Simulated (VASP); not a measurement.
Hf4Cl3:

```
CELL_PARAMETERS angstrom
-3.61893 3.61893 3.61893
3.61893 -3.61893 3.61893
3.61893 3.61893 -3.61893
ATOMIC_POSITIONS crystal
Hf 0.50000 0.50000 0.50000
Hf 0.00000 0.00000 0.50000
Hf 0.00000 0.50000 0.00000
Hf 0.50000 0.00000 0.00000
Cl 0.00000 0.50000 0.50000
Cl 0.50000 0.00000 0.50000
Cl 0.50000 0.50000 0.00000
```

The cell was built from a structure type or drawn by symmetry, and may not be a known phase.

| Quantity | Value |
| --- | --- |
| Program | VASP 6.6.1 |
| Task | relaxation of cell and atoms |
| Functional | PBE |
| Potentials or basis | VASP PAW PBE potentials, release 64 (Hf_pv, Cl) |
| Cutoff | 500 eV |
| k mesh | 3 × 3 × 3 |
| Occupations | gaussian, width 0.2 eV |
| Spin | no spin polarisation |

At the start: pressure -12.4 GPa; volume 27.08 Å³/atom.

Problem. How do energy, volume and symmetry change on relaxing?

Solution. Over 3 steps the energy falls by 396.0 meV/atom and the volume is 19.47 Å³/atom (-28.1 %); space group Im-3m (No. 229, to 0.1 Å) before and after.

The path:
```
step  energy change (eV)  largest force (eV/Å)  pressure (GPa)  volume (Å³)
   1              0.0000                0.0000          -12.37       189.58
   2             -2.7674                0.0000           -0.85       137.79
   3             -2.7717                0.0000           -0.06       136.31
```

Final structure:
```
CELL_PARAMETERS angstrom
-3.24207 3.24207 3.24207
3.24207 -3.24207 3.24207
3.24207 3.24207 -3.24207
ATOMIC_POSITIONS crystal
Hf 0.50000 0.50000 0.50000
Hf 0.00000 0.00000 0.50000
Hf 0.00000 0.50000 0.00000
Hf 0.50000 0.00000 0.00000
Cl 0.00000 0.50000 0.50000
Cl 0.50000 0.00000 0.50000
Cl 0.50000 0.50000 0.00000
```

Caveat: the k points lie up to 0.46 Å⁻¹ apart in the final cell, too coarse for converged energies and pressures of a metal; the volume moved by over 15 % at a fixed basis, so the end points are rough; an odd number of electrons without spin polarisation forces a metal; a magnetic or distorted state may lie lower.
